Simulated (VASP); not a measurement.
Input of a VASP 6.6.1 run:

Contents of POSCAR:

```
Y
1.0
    0.0000000000      2.8822077873      6.2392934960
    1.8812129669      0.0000000000      6.2392934960
    1.8812129669      2.8822077873      0.0000000000
Y
2
Direct
    0.8609795742      0.8609795742      0.1390204258
    0.1390204258      0.1390204258      0.8609795742
```

INCAR.step1

```
PREC     = Accurate       # precision mode
ENCUT    = 520            # plane-wave cutoff, eV
ISMEAR   = 0              # smearing method
SIGMA    = 0.1            # smearing width, eV
LREAL    = F              # projectors in reciprocal space
LASPH    = T              # aspherical terms in the spheres
NELM     = 100            # most SCF steps
NBANDS   = 18             # bands
GGA      = PE             # functional
ALGO     = Normal         # electronic algorithm
EDIFF    = 1E-4           # SCF threshold, eV
LWAVE    = T              # write WAVECAR
LCHARG   = F              # write CHGCAR
```

INCAR.step2

```
PREC     = Accurate       # precision mode
ENCUT    = 520            # plane-wave cutoff, eV
EDIFF    = 1E-6           # SCF threshold, eV
ISMEAR   = 0              # smearing method
SIGMA    = 0.1            # smearing width, eV
LREAL    = F              # projectors in reciprocal space
LASPH    = T              # aspherical terms in the spheres
NELM     = 100            # most SCF steps
ALGO     = Normal         # electronic algorithm
ISIF     = 2              # what is computed and relaxed
LWAVE    = F              # write WAVECAR
LCHARG   = F              # write CHGCAR
METAGGA  = R2SCAN         # meta-GGA
LMIXTAU  = T            
NBANDS   = 18             # bands
ISTART   = 1
```

The input KPOINTS:

```
Automatic mesh
0
Gamma
  6 6 6
```

Potentials or basis: VASP PAW PBE potentials, release 64 (Y_sv).

The run is started by

```bash
$ cat potpaw_PBE.64/Y_sv/POTCAR > POTCAR
$ cp INCAR.step1 INCAR
$ mpirun -np 1 vasp_std > vasp.out
$ cp INCAR.step2 INCAR
$ mpirun -np 1 vasp_std > vasp.out
```

Q: Estimate the pressure.

A: 0.1 GPa.

Q: Estimate the largest force.

A: 0.019 eV/Å.

Stress tensor (GPa, compression positive):
```
0.18 0.00 0.00
0.00 0.05 0.00
0.00 0.00 0.01
```

Caveat: the PAW data sets were made with another functional, which shifts forces and pressure a little.
